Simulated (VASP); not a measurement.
# Cu (I4/mmm) in VASP: single point with PBE

Aim: the single point of Cu with PBE.

All numbers are computed with VASP 6.6.1; they aren't measurements. Logs are shortened: lines on timing, memory, paths and dates and some standing lists are left out, and cuts for length are marked.

### 1 The cell of the first run

Symmetry: I4/mmm, No. 139, tetragonal system. Conventional cell: a = 2.556 Å, b = 2.556 Å, c = 3.434 Å, α = 90.00°, β = 90.00°, γ = 90.00°. Within 3.3 Å of Cu (site symmetry 4/mmm) lie 12 Cu at 2.49 to 2.56 Å.

### 2 Single point, PBE (strain +0.000 along x and y, -0.050 along z)

INCAR

```
SYSTEM = Cu
  ALGO = Normal
  EDIFF = 1E-6
  ENCUT = 520
  GGA = PE
  ISIF = 2
  ISMEAR = 0
  LASPH = .TRUE.
  LCHARG = .TRUE.
  LELF = .TRUE.
  LREAL = .FALSE.
  LVHAR = .TRUE.
  LWAVE = .FALSE.
  NBANDS = 12
  NELM = 80
  PREC = Accurate
  SIGMA = 0.15
```

KPOINTS

```
k-points
0
G
  22 22 22
  0 0 0
```

POSCAR

```
Cu
1.0
    0.0000000000      1.8075000000      1.7171250000
    1.8075000000      0.0000000000      1.7171250000
    1.8075000000      1.8075000000      0.0000000000
Cu
1
Direct
    0.0000000000      0.0000000000      0.0000000000
```

Potentials or basis: VASP PAW PBE potentials, release 64 (Cu).

The run is started by

```console
$ cat potpaw_PBE.64/Cu/POTCAR > POTCAR
$ mpirun -np 1 vasp_std > vasp.out
```

OUTCAR:

```text
SYSTEM = Cu
   EDIFF = 1E-6
   ENCUT = 520
   GGA = PE
   ISIF = 2
   ISMEAR = 0
   LASPH = .TRUE.
   LREAL = .FALSE.
   NELM = 80
   PREC = Accurate

 ion  position               nearest neighbor table
   1  0.000  0.000  0.000-

  LATTYP: Found a body centered tetragonal cell.
 ALAT       =     2.5561910140
 C/A-ratio  =     1.3435028843

  Lattice vectors:

 A1 = (   0.0000000000,  -1.8075000000,  -1.7171250000)
 A2 = (   0.0000000000,   1.8075000000,  -1.7171250000)
 A3 = (   1.8075000000,   0.0000000000,   1.7171250000)

Analysis of symmetry for initial positions (statically):
=====================================================================
 Subroutine PRICEL returns:
 Original cell was already a primitive cell.

 Routine SETGRP: Setting up the symmetry group for a
 body centered tetragonal supercell.

 Subroutine GETGRP returns: Found 16 space group operations
 (whereof 16 operations were pure point group operations)
 out of a pool of 16 trial point group operations.

The static configuration has the point symmetry D_4h.

Analysis of symmetry for dynamics (positions and initial velocities):
=====================================================================
 Subroutine PRICEL returns:
 Original cell was already a primitive cell.

 Routine SETGRP: Setting up the symmetry group for a
 body centered tetragonal supercell.

 Subroutine GETGRP returns: Found 16 space group operations
 (whereof 16 operations were pure point group operations)
 out of a pool of 16 trial point group operations.

The dynamic configuration has the point symmetry D_4h.

 Subroutine INISYM returns: Found 16 space group operations
 (whereof 16 operations are pure point group operations),
 and found     1 'primitive' translations

----------------------------------------------------------------------------------------

                                     Primitive cell

  volume of cell :      11.2199

  direct lattice vectors                    reciprocal lattice vectors
     0.000000000  1.807500000  1.717125000    -0.276625173  0.276625173  0.291184393
     1.807500000  0.000000000  1.717125000     0.276625173 -0.276625173  0.291184393
     1.807500000  1.807500000  0.000000000     0.276625173  0.276625173 -0.291184393

  length of vectors
     2.493105396  2.493105396  2.556191014     0.487679529  0.487679529  0.487679529

  position of ions in fractional coordinates (direct lattice)
     0.000000000  0.000000000  0.000000000

  ion indices of the primitive-cell ions
   primitive index   ion index
                 1           1

----------------------------------------------------------------------------------------

 KPOINTS: k-points

Automatic generation of k-mesh.
 Grid dimensions read from file:
 generate k-points for:   22   22   22

 Generating k-lattice:

  Cartesian coordinates                     Fractional coordinates (reciprocal lattice)
    -0.012573871  0.012573871  0.013235654     0.045454545  0.000000000  0.000000000
     0.012573871 -0.012573871  0.013235654     0.000000000  0.045454545  0.000000000
     0.012573871  0.012573871 -0.013235654     0.000000000  0.000000000  0.045454545

  Length of vectors
     0.022167251  0.022167251  0.022167251

  Shift w.r.t. Gamma in fractional coordinates (k-lattice)
     0.000000000  0.000000000  0.000000000

 Subroutine IBZKPT returns following result:
 ===========================================

 Found    834 irreducible k-points:

 Following reciprocal coordinates:
            Coordinates               Weight
  0.000000  0.000000  0.000000      1.000000
  0.045455 -0.000000  0.000000      8.000000
  0.090909 -0.000000  0.000000      8.000000
  0.136364 -0.000000  0.000000      8.000000
  0.181818  0.000000  0.000000      8.000000
  0.227273 -0.000000  0.000000      8.000000
[... 16 lines left out ...]
  0.500000  0.045455  0.000000      8.000000
 -0.454545  0.045455  0.000000      8.000000
 [... further k-points ...]
   k-points           NKPTS =    834   k-points in BZ     NKDIM =    834   number of bands    NBANDS=     12
   number of dos      NEDOS =    301   number of ions     NIONS =      1
   total plane-waves  NPLWV =   8000
   dimension x,y,z NGX =    20 NGY =   20 NGZ =   20
   dimension x,y,z NGXF=    40 NGYF=   40 NGZF=   40
   ions per type =               1
   NGX,Y,Z   is equivalent  to a cutoff of  13.34, 13.34, 13.01 a.u.
   NGXF,Y,Z  is equivalent  to a cutoff of  26.67, 26.67, 26.01 a.u.
 SYSTEM =  Cu
   PREC   = accura    normal or accurate (medium, high low for compatibility)
   ISTART =      0    job   : 0-new  1-cont  2-samecut
   ICHARG =      2    charge: 1-file 2-atom 10-const
   ISPIN  =      1    spin polarized calculation?
   LNONCOLLINEAR =      F non collinear calculations
   LSORBIT =      F    spin-orbit coupling
   LASPH  =      T    aspherical Exc in radial PAW
   ENCUT  =  520.0 eV  38.22 Ry    6.18 a.u.   4.64  4.64  4.75*2*pi/ulx,y,z
   NELM   =     80;   NELMIN=  2; NELMDL= -5     # of ELM steps
   EDIFF  = 0.1E-05   stopping-criterion for ELM
   LREAL  =      F    real-space projection
   EDIFFG = 0.1E-04   stopping-criterion for IOM
   NSW    =      0    number of steps for IOM
   IBRION =     -1    ionic relax: 0-MD 1-quasi-New 2-CG
   NFREE  =      0    steps in history (QN), initial steepest desc. (CG)
   ISIF   =      2    stress and relaxation
   ISYM   =      2    0-nonsym 1-usesym 2-fastsym
   POTIM  = 0.5000    time-step for ionic-motion
   TEBEG  =    0.0;   TEEND  =   0.0 temperature during run
   PSTRESS=    0.0 pullay stress
   NELECT =      11.0000    total number of electrons
   NUPDOWN=      -1.0000    fix difference up-down
   EMIN   =  10.00;   EMAX   =-10.00  energy-range for DOS
   EFERMI =   0.00;   METHOD = LEGACY
   ISMEAR =     0;   SIGMA  =   0.15  broadening in eV -4-tet -1-fermi 0-gaus
   EFERMI_NEDOS =   21; number of points for ismear=-14 and -15
   IALGO  =     38    algorithm
   IMIX   =      4    mixing-type and parameters
     AMIX     =   0.40;   BMIX     =  1.00
     AMIX_MAG =   1.60;   BMIX_MAG =  1.00
  volume/ion in A,a.u.               =      11.22        75.72
  Fermi-wavevector in a.u.,A,eV,Ry     =   1.626333  3.073324 35.986865  2.644960
  Thomas-Fermi vector in A             =   2.719310
   LORBIT       =      0    0 simple, 1 ext, 2 COOP (PROOUT), +10 PAW based schemes
   GGA     = PE    functional components
   LHFCALC =     F    Hartree Fock is set to
   AEXX    =    0.0000 exact exchange contribution
   IVDW    =     0    specifies the selected vdW correction
   LEPSILON=     F    determine dielectric tensor
   LRPA    =     F    only Hartree local field effects (RPA)
 non-spin polarized calculation
 Gauss-broadening in eV      SIGMA  =   0.15
  energy-cutoff  :      520.00
  volume of cell :       11.22
 maximum number of plane-waves:       319
   NGX =  9   NGY =  9   NGZ =  9

 number of electron      11.0000004 magnetization

 Free energy of the ion-electron system (eV)
  ---------------------------------------------------
  ext. energy  EPLUGINS =         0.00000000
  ---------------------------------------------------
  free energy    TOTEN  =        -3.70124133 eV

  energy without entropy =       -3.69849969  energy(sigma->0) =       -3.69987051

 E-fermi :   8.2525     XC(G=0): -13.0262

 val. band max:        8.2505852929   @ k =   0.5000   0.1364   0.3182
 cond. band min:       8.2734708676   @ k =   0.5000   0.3182   0.1818
 fundamental gap:      0.0228855747
 Fermi energy:         8.2524885575

 k-point     1 :       0.0000    0.0000    0.0000
  band No.  band energies     occupation
      1      -1.5097      2.00000
      2       4.9713      2.00000
      3       4.9713      2.00000
      4       5.2242      2.00000
      5       5.8036      2.00000
      6       6.0599      2.00000
      7      31.2954      0.00000
      8      34.2127      0.00000
      9      34.2127      0.00000
     10      34.5251      0.00000
     11      36.7557      0.00000
     12      36.9335      0.00000

 k-point     2 :       0.0455   -0.0000    0.0000
  band No.  band energies     occupation
      1      -1.4313      2.00000
      2       4.9662      2.00000
      3       4.9870      2.00000
      4       5.2269      2.00000
      5       5.7995      2.00000
      6       6.0516      2.00000
      7      30.9403      0.00000
      8      33.1320      0.00000
      9      33.9425      0.00000
     10      34.1821      0.00000
     11      37.1698      0.00000
     12      37.2950      0.00000

 k-point     3 :       0.0909   -0.0000    0.0000
  band No.  band energies     occupation
      1      -1.1981      2.00000
      2       4.9424      2.00000
      3       5.0288      2.00000
      4       5.2432      2.00000
      5       5.7918      2.00000
      6       6.0300      2.00000
      7      29.3562      0.00000
      8      32.2519      0.00000
      9      33.3801      0.00000
     10      33.6802      0.00000
     11      37.9999      0.00000
     12      38.0777      0.00000

 k-point     4 :       0.1364   -0.0000    0.0000
  band No.  band energies     occupation
      1      -0.8159      2.00000
      2       4.8919      2.00000
      3       5.0804      2.00000
      4       5.2801      2.00000
      5       5.7959      2.00000
      6       6.0058      2.00000
      7      27.0481      0.00000
      8      31.9251      0.00000
      9      32.7780      0.00000
     10      33.2031      0.00000
     11      38.3481      0.00000
     12      38.6561      0.00000

 k-point     5 :       0.1818    0.0000    0.0000
  band No.  band energies     occupation
      1      -0.2965      2.00000
      2       4.8273      2.00000
      3       5.1157      2.00000
      4       5.3219      2.00000
      5       5.8358      2.00000
      6       5.9978      2.00000
      7      24.6465      0.00000
      8      31.5963      0.00000
      9      32.2195      0.00000
     10      32.8336      0.00000
     11      38.1125      0.00000
     12      38.1515      0.00000
[... 228 lines left out ...]
      1       2.6391      2.00000
      2       4.9621      2.00000
      3       5.1772      2.00000
      4       5.5546      2.00000
      5       6.5152      2.00000
      6       6.5955      2.00000
      7      14.6856      0.00000
      8      29.2396      0.00000
      9      29.3030      0.00000
     10      32.8226      0.00000
     11      35.1136      0.00000
     12      35.4322      0.00000

 k-point    22 :       0.4545    0.0455    0.0000
  band No.  band energies     occupation
      1       2.8400      2.00000
      2       4.9247      2.00000
      3       5.1382      2.00000
      4       5.9772      2.00000
      5       6.5899      2.00000
      6       7.0411      2.00000
      7      13.1876      0.00000
      8      29.1211      0.00000
      9      29.3776      0.00000
     10      32.0743      0.00000
     11      34.5457      0.00000
     12      35.3912      0.00000

 k-point    23 :       0.5000    0.0455    0.0000
  band No.  band energies     occupation
      1       2.9091      2.00000
      2       4.9057      2.00000
      3       5.1181      2.00000
      4       6.1619      2.00000
      5       6.6109      2.00000
      6       7.4622      2.00000
      7      12.3422      0.00000
      8      29.1168      0.00000
      9      29.6116      0.00000
     10      31.4278      0.00000
     11      34.1200      0.00000
     12      35.5035      0.00000

 k-point    24 :      -0.4545    0.0455    0.0000
  band No.  band energies     occupation
      1       2.8906      2.00000
      2       4.9079      2.00000
      3       5.1198      2.00000
      4       6.1551      2.00000
      5       6.5746      2.00000
      6       7.3213      2.00000
      7      12.5913      0.00000
      8      29.2296      0.00000
      9      30.0092      0.00000
     10      30.9220      0.00000
     11      33.8356      0.00000
     12      35.7225      0.00000

 [... further k-points ...]

------------------------ aborting loop because EDIFF is reached ----------------------------------------

  FORCE on cell =-STRESS in cart. coord.  units (eV):
  Direction    XX          YY          ZZ          XY          YZ          ZX
  --------------------------------------------------------------------------------------
  -------------------------------------------------------------------------------------
  Total        0.7143277      0.7143277      0.9129187      0.0000000      0.0000000      0.0000000
  in kB      102.0045523    102.0045523    130.3629457      0.0000000      0.0000000      0.0000000
  external PRESSURE =     111.4573501 kB  Pullay stress =       0.0000000 kB

 VOLUME and BASIS-vectors are now :
 -----------------------------------------------------------------------------
  energy-cutoff  :      520.00
  volume of cell :       11.22
      direct lattice vectors                 reciprocal lattice vectors
     0.000000000  1.807500000  1.717125000    -0.276625173  0.276625173  0.291184393
     1.807500000  0.000000000  1.717125000     0.276625173 -0.276625173  0.291184393
     1.807500000  1.807500000  0.000000000     0.276625173  0.276625173 -0.291184393

 POSITION                                       TOTAL-FORCE (eV/Angst)
 -----------------------------------------------------------------------------------
      0.00000      0.00000      0.00000         0.000000     -0.000000      0.000000
 -----------------------------------------------------------------------------------
    total drift:                               -0.000000     -0.000000     -0.000000

  FREE ENERGIE OF THE ION-ELECTRON SYSTEM (eV)
  ---------------------------------------------------
  free  energy   TOTEN  =        -3.7012413333 eV

  energy  without entropy=       -3.6984996909  energy(sigma->0) =       -3.69987051
```

Wall time 2.9 min (1 thread of AMD EPYC 7R13, shared host); peak memory 0.19 GiB.

Results:

```
Free energy            : -3.7012 eV
Pressure               : 11.1 GPa
Band gap on the k mesh : zero (an odd number of electrons rules out a gap without spin polarisation)
```

Levels at points of the mesh, in eV from the Fermi level:
```csv
k point,band 3,band 4,band 5,band 6,band 7,band 8,band 9,band 10
"(0.00, 0.00, 0.00)",-3.28,-3.03,-2.45,-2.19,23.04,25.96,25.96,26.27
"(0.50, 0.00, 0.00)",-3.10,-1.76,-1.64,-1.16,4.02,21.06,22.03,24.22
"(0.50, 0.50, 0.00)",-1.72,-1.53,-1.53,2.25,8.41,12.65,12.65,17.41
"(0.50, 0.00, 0.50)",-1.72,-1.64,-1.47,1.07,7.01,13.90,13.95,18.48
```

Caveat: the cell differs from its parent crystal (strain +0.000 along x and y, -0.050 along z); the cell stands under pressure.

The gap in the log of VASP goes by the Fermi energy; the results here count the filled bands.